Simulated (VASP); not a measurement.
# C (R-3m) in VASP: a series of runs, part 2 of 2

VASP 6.6.1.

## 5. Single point, PBE (epitaxial 111 strain +4.0%)

INCAR reads:

```
SYSTEM = C
PREC = Accurate
ENCUT = 520
EDIFF = 1E-6
ISMEAR = 0
SIGMA = 0.01
LREAL = .FALSE.
LASPH = .TRUE.
NELM = 100
ALGO = Normal
ISIF = 2
LWAVE = .FALSE.
LCHARG = .TRUE.
GGA = PE
LELF = .TRUE.
LVHAR = .TRUE.
NBANDS = 11
```

KPOINTS reads:

```
Automatic mesh
0
G
  6 6 6
  0 0 0
```

POSCAR reads:

```
C
1.0
   -0.0516797269      1.7996493813      1.7996493813
    1.7996493813     -0.0516797269      1.7996493813
    1.7996493813      1.7996493813     -0.0516797269
C
2
Direct
   -0.0000596675     -0.0000596675     -0.0000596675
    0.2500596675      0.2500596675      0.2500596675
```

Potentials or basis: VASP PAW PBE potentials, release 64 (C).

Launch:

```
$ cat potpaw_PBE.64/C/POTCAR > POTCAR
$ mpirun -np 1 vasp_std > vasp.out
```

OUTCAR:

```text
SYSTEM = C
   PREC = Accurate
   ENCUT = 520
   EDIFF = 1E-6
   ISMEAR = 0
   LREAL = .FALSE.
   LASPH = .TRUE.
   NELM = 100
   ISIF = 2
   GGA = PE

 ion  position               nearest neighbor table
   1  1.000  1.000  1.000-   2 1.54   2 1.60   2 1.60   2 1.60
   2  0.250  0.250  0.250-   1 1.54   1 1.60   1 1.60   1 1.60

  LATTYP: Found a trigonal (rhomboedric) cell.
 ALAT       =     2.5456132042
 COS(alpha) =     0.4710892074

  Lattice vectors:

[... 515 lines left out ...]
      5      16.0625      0.00000
      6      17.2421      0.00000
      7      21.7897      0.00000
      8      22.9485      0.00000
      9      29.1700      0.00000
     10      29.5903      0.00000
     11      37.8546      0.00000

 [... further k-points ...]
[... 5 lines left out ...]
  --------------------------------------------------------------------------------------
  -------------------------------------------------------------------------------------
  Total       -1.7944805     -1.7944805     -1.7944805      1.0573703      1.0573703      1.0573703
  in kB     -236.4531456   -236.4531456   -236.4531456    139.3264162    139.3264162    139.3264162
  external PRESSURE =    -236.4531456 kB  Pullay stress =       0.0000000 kB

 VOLUME and BASIS-vectors are now :
 -----------------------------------------------------------------------------
  energy-cutoff  :      520.00
  volume of cell :       12.16
      direct lattice vectors                 reciprocal lattice vectors
    -0.051679727  1.799649381  1.799649381    -0.266141918  0.274010557  0.274010557
     1.799649381 -0.051679727  1.799649381     0.274010557 -0.266141918  0.274010557
     1.799649381  1.799649381 -0.051679727     0.274010557  0.274010557 -0.266141918

 POSITION                                       TOTAL-FORCE (eV/Angst)
 -----------------------------------------------------------------------------------
      3.54741      3.54741      3.54741        -0.033731     -0.033731     -0.033731
      0.88712      0.88712      0.88712         0.033731      0.033731      0.033731
 -----------------------------------------------------------------------------------
    total drift:                               -0.000000     -0.000000      0.000000

  FREE ENERGIE OF THE ION-ELECTRON SYSTEM (eV)
  ---------------------------------------------------
  free  energy   TOTEN  =       -18.0722432709 eV

  energy  without entropy=      -18.0722432709  energy(sigma->0) =      -18.07224327
```

stdout:

```text
POSCAR found type information on POSCAR C
 POSCAR found :  1 types and       2 ions
 scaLAPACK will be used
 LDA part: xc-table for (Slater+PW92), standard interpolation
 POSCAR, INCAR and KPOINTS ok, starting setup
 FFT: planning ... GRIDC
 FFT: planning ... GRID_SOFT
 FFT: planning ... GRID
 WAVECAR not read
 entering main loop
```

Wall time 3.7 s (1 thread of Intel Xeon 6975P-C, shared host); peak memory 0.12 GiB.

Results:

```
Free energy            : -18.0722 eV
Pressure               : -23.6 GPa
Largest force          : 0.058 eV/Å
Band gap on the k mesh : 3.94 eV, indirect (least direct gap 4.99 eV)
```

Forces in eV/Å, atoms in the order of the input:
```
C   -0.034 -0.034 -0.034
C    0.034  0.034  0.034
```

Stress tensor (GPa, compression positive):
```
-23.65  13.93  13.93
 13.93 -23.65  13.93
 13.93  13.93 -23.65
```

Levels at points of the mesh, in eV from the valence-band top:
```csv
k point,band 2,band 3,band 4,band 5,band 6,band 7
"(0.00, 0.00, 0.00)",-0.06,0.00,0.00,4.99,4.99,6.03
"(0.50, 0.00, 0.00)",-12.63,-2.59,-2.44,7.80,7.82,9.08
"(0.50, 0.50, 0.00)",-12.14,-6.17,-5.61,4.08,5.14,15.61
"(0.50, 0.50, 0.50)",-12.70,-3.00,-3.00,7.01,7.93,7.93
```

Caveat: the k points lie up to 0.49 Å⁻¹ apart; the cell differs from its parent crystal (epitaxial 111 strain +4.0%). A k mesh can miss the band edges.

## 6. Single point, PBE (epitaxial 111 strain -4.0%)

INCAR reads:

```
PREC = Accurate
ENCUT = 520
EDIFF = 1E-7
ISMEAR = -1
SIGMA = 0.02
LREAL = F
LASPH = T
NELM = 100
ALGO = Normal
ISIF = 2
LWAVE = F
LCHARG = T
GGA = PE
LELF = T
LVHAR = T
NBANDS = 11
```

KPOINTS reads:

```
regular mesh
0
Gamma
  12 12 12
```

POSCAR reads:

```
C
1.0
    0.0524367482      1.7613559250      1.7613559250
    1.7613559250      0.0524367482      1.7613559250
    1.7613559250      1.7613559250      0.0524367482
C
2
Direct
    0.0004415872      0.0004415872      0.0004415872
    0.2495584128      0.2495584128      0.2495584128
```

Potentials or basis: VASP PAW PBE potentials, release 64 (C).

Launch:

```
$ cat potpaw_PBE.64/C/POTCAR > POTCAR
$ mpirun -np 1 vasp_std > vasp.out
```

OUTCAR:

```text
PREC = Accurate
   ENCUT = 520
   EDIFF = 1E-7
   ISMEAR = -1
   LREAL = F
   LASPH = T
   NELM = 100
   ISIF = 2
   GGA = PE

 ion  position               nearest neighbor table
   1  0.000  0.000  0.000-   2 1.49   2 1.49   2 1.49   2 1.54
   2  0.250  0.250  0.250-   1 1.49   1 1.49   1 1.49   1 1.54

  LATTYP: Found a trigonal (rhomboedric) cell.
 ALAT       =     2.4914853003
 COS(alpha) =     0.5295360093

  Lattice vectors:

[... 512 lines left out ...]
      3       5.0741      2.00000
      4       6.9085      2.00000
      5      18.4754      0.00000
      6      21.3198      0.00000
      7      23.2773      0.00000
      8      27.7014      0.00000
      9      31.4929      0.00000
     10      35.7521      0.00000
     11      37.3206      0.00000

 [... further k-points ...]
[... 5 lines left out ...]
  --------------------------------------------------------------------------------------
  -------------------------------------------------------------------------------------
  Total        3.0152294      3.0152294      3.0152294     -1.3138614     -1.3138614     -1.3138614
  in kB      462.6939246    462.6939246    462.6939246   -201.6150631   -201.6150631   -201.6150631
  external PRESSURE =     462.6939246 kB  Pullay stress =       0.0000000 kB

 VOLUME and BASIS-vectors are now :
 -----------------------------------------------------------------------------
  energy-cutoff  :      520.00
  volume of cell :       10.44
      direct lattice vectors                 reciprocal lattice vectors
     0.052436748  1.761355925  1.761355925    -0.296873903  0.288291278  0.288291278
     1.761355925  0.052436748  1.761355925     0.288291278 -0.296873903  0.288291278
     1.761355925  1.761355925  0.052436748     0.288291278  0.288291278 -0.296873903

 POSITION                                       TOTAL-FORCE (eV/Angst)
 -----------------------------------------------------------------------------------
      0.00158      0.00158      0.00158         0.046165      0.046165      0.046165
      0.89221      0.89221      0.89221        -0.046165     -0.046165     -0.046165
 -----------------------------------------------------------------------------------
    total drift:                               -0.000000      0.000000      0.000000

  FREE ENERGIE OF THE ION-ELECTRON SYSTEM (eV)
  ---------------------------------------------------
  free  energy   TOTEN  =       -17.9978774557 eV

  energy  without entropy=      -17.9978774557  energy(sigma->0) =      -17.99787746
```

stdout:

```text
POSCAR found type information on POSCAR C
 POSCAR found :  1 types and       2 ions
 scaLAPACK will be used
 LDA part: xc-table for (Slater+PW92), standard interpolation
 POSCAR, INCAR and KPOINTS ok, starting setup
 FFT: planning ... GRIDC
 FFT: planning ... GRID_SOFT
 FFT: planning ... GRID
 WAVECAR not read
 entering main loop
```

It took 15 s on 1 thread of Intel Xeon 6975P-C, shared host; peak memory 0.13 GiB.

What came out:

```
Free energy            : -17.9979 eV
Pressure               : 46.3 GPa
Largest force          : 0.080 eV/Å
Band gap on the k mesh : 4.12 eV, indirect (least direct gap 4.74 eV)
```

Forces in eV/Å, atoms in the order of the input:
```
C    0.046  0.046  0.046
C   -0.046 -0.046 -0.046
```

Levels at points of the mesh, in eV from the valence-band top:
```tsv
k point	band 1	band 2	band 3	band 4	band 5	band 6	band 7	band 8
(0.00, 0.00, 0.00)	-22.72	-0.29	0.00	0.00	4.74	6.18	6.18	15.35
(0.50, 0.00, 0.00)	-16.23	-14.42	-3.25	-3.25	7.98	9.04	9.78	16.28
(0.50, 0.50, 0.00)	-13.61	-13.32	-7.22	-6.56	4.22	5.50	17.88	17.93
(0.50, 0.50, 0.50)	-17.10	-14.42	-2.65	-2.65	9.03	9.03	11.03	16.50
```

Caveat: the cell differs from its parent crystal (epitaxial 111 strain -4.0%).

## 7. Overview

| cell | k mesh | smearing | gap on the mesh (eV) | pressure (GPa) | largest force (eV/Å) |
| --- | --- | --- | --- | --- | --- |
| a = 2.524 Å, angles 60.5°, 2 atoms | 6 × 6 × 6 | gaussian 0.01 eV | 4.11 | -3.3 | 0.02 |
| a = 2.531 Å, angles 61.0°, 2 atoms | 6 × 6 × 6 | gaussian 0.01 eV | 4.06 | -10.7 | 0.03 |
| a = 2.538 Å, angles 61.4°, 2 atoms | 6 × 6 × 6 | gaussian 0.01 eV | 4.01 | -17.5 | 0.05 |
| a = 2.546 Å, angles 61.9°, 2 atoms | 6 × 6 × 6 | gaussian 0.01 eV | 3.94 | -23.6 | 0.06 |
| a = 2.491 Å, angles 58.0°, 2 atoms | 12 × 12 × 12 | fermi-dirac 0.02 eV | 4.12 | 46.3 | 0.08 |

Alike in all rows: task single point; level PBE; potentials or basis VASP PAW PBE potentials, release 64 (C); no spin polarisation; cutoff (eV) 520.

Caveats: some runs use coarse meshes.

Absolute energies hang on the potentials; compare differences alone.
